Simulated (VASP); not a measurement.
Write the native input for VASP 6.6.1 that does the following.

```
Task                   : relaxation of cell and atoms
Functional             : PBE
Potentials or basis    : VASP PAW PBE potentials, release 64 (Cs_sv, Au)
Cutoff                 : 600 eV
k mesh                 : 6 × 6 × 6
Occupations            : gaussian, width 0.1 eV
Spin                   : no spin polarisation
Dipole correction      : no
Further INCAR settings : ALGO = Fast; EDIFF = 1e-07; IBRION = 2; EDIFFG = -0.01; NSW = 100; ISIF = 3
```

The structure of Cs4Au lies in POSCAR:

```
Cs4Au
1.0
   -4.5465177343      4.5465177343      4.5465177343
    4.5465177343     -4.5465177343      4.5465177343
    4.5465177343      4.5465177343     -4.5465177343
Cs Au
4 1
Direct
    0.0000000000      0.0000000000      0.5000000000
    0.5000000000      0.0000000000      0.0000000000
    0.0000000000      0.5000000000      0.0000000000
    0.5000000000      0.5000000000      0.5000000000
    0.0000000000      0.0000000000      0.0000000000
```

The cell was generated, and may not be a known phase.

The input as run:

INCAR

```
SYSTEM = Cs4Au
PREC     = Accurate       ! precision mode
ENCUT    = 600            ! plane-wave cutoff, eV
EDIFF    = 1E-7           ! SCF threshold, eV
ISMEAR   = 0              ! smearing method
SIGMA    = 0.1            ! smearing width, eV
LREAL    = .FALSE.        ! projectors in reciprocal space
LASPH    = .TRUE.         ! aspherical terms in the spheres
NELM     = 100            ! most SCF steps
ALGO     = Fast           ! electronic algorithm
ISIF     = 3              ! what is computed and relaxed
LWAVE    = .FALSE.        ! write WAVECAR
LCHARG   = .FALSE.        ! write CHGCAR
GGA      = PE             ! functional
IBRION   = 2              ! ionic algorithm
NSW      = 100            ! ionic steps
EDIFFG   = -0.01          ! ionic threshold
```

KPOINTS

```
Automatic mesh
0
G
  6 6 6
  0 0 0
```

Potentials or basis: VASP PAW PBE potentials, release 64 (Cs_sv, Au).

The run is started by

```console
$ cat potpaw_PBE.64/Cs_sv/POTCAR potpaw_PBE.64/Au/POTCAR > POTCAR
$ mpirun -np 1 vasp_std > vasp.out
```

It gave:

| Property | Result |
| --- | --- |
| Relaxed volume | 78.13 Å³/atom |
| Relaxed cell | a = 7.976 Å, b = 7.976 Å, c = 7.976 Å, α = 109.47°, β = 109.47°, γ = 109.47° |
| Space group after relaxing (to 0.1 Å) | Im-3m (No. 229) |
| Energy gained by relaxing | 1.6 meV/atom |
| Ionic steps | 4 |
| Pressure after relaxing | 0.0 GPa |
| Band gap on the k mesh | zero (an odd number of electrons rules out a gap without spin polarisation) |

Caveat: spin-orbit coupling is left out, which moves the levels of the heavy elements.

It took 16 min on 1 thread of Intel(R) Xeon(R) 6975P-C (Granite Rapids), with other jobs on the host, peak memory 0.67 GiB.
